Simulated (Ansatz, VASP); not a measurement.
## BN in VASP and in Ansatz

INCAR

```
ALGO = Normal
EDIFF = 1E-7
ENCUT = 520
ISIF = 2
ISMEAR = 0
LASPH = True
LCHARG = False
LREAL = False
LWAVE = False
NBANDS = 11
NELM = 80
PREC = Accurate
SIGMA = 0.05
```

The input KPOINTS:

```
k-points
0
Gamma
  12 12 12
```

File POSCAR:

```
BN
1.0
    0.0000000000      1.7899977716      1.7899977716
    1.7899977716      0.0000000000      1.7899977716
    1.7899977716      1.7899977716      0.0000000000
B N
1 1
Direct
    0.0000000000      0.0000000000      0.0000000000
    0.7500000000      0.7500000000      0.7500000000
```

Input for Ansatz:

```yaml
crystal:
  lattice:
    - [0.0, 1.7899977716, 1.7899977716]
    - [1.7899977716, 0.0, 1.7899977716]
    - [1.7899977716, 1.7899977716, 0.0]
  atoms:
    - { symbol: B, position: [0.0, 0.0, 0.0] }
    - { symbol: "N", position: [0.75, 0.75, 0.75] }
basis:
  ecutwfc: 520.0
kpoints:
  mp_grid: { grid: [12, 12, 12] }
hamiltonian:
  xc: lda
  pseudopotentials: { kind: paw, azcp: { folder: soft_1 } }
scf:
  occupations: { method: gaussian, width: 0.05 }
output:
  forces: true
  stress: true
  eigenvalues: true
  write_density: true
  write_potential: true
  elf: true
  volumetric_format: npy
```

Alike in both runs: task single point; functional LDA; k mesh 12 × 12 × 12; occupations gaussian, width 0.05 eV; no spin polarisation.

```csv
,VASP,Ansatz
version,VASP 6.6.1,Ansatz 0.2.0
potentials or method,"VASP PAW LDA potentials, release 64 (B, N), cutoff 520 eV","scalar-relativistic, plane waves, PAW"
valence electrons in the cell,8,8
```

|  | VASP | Ansatz | Ansatz less VASP |
| --- | --- | --- | --- |
| gap on the k mesh at the Fermi level (eV) | 4.38 | 4.39 | +0.012 |
| least direct gap on the mesh (eV) | 8.82 | 8.83 | +0.008 |
| pressure (GPa) | 1.2 | 0.0 | -1.18 |

Ansatz warns that its potentials were made for another functional, while VASP's fit it. LDA's correlation is that of Perdew and Zunger in VASP and of Perdew and Wang (1992) in Ansatz.
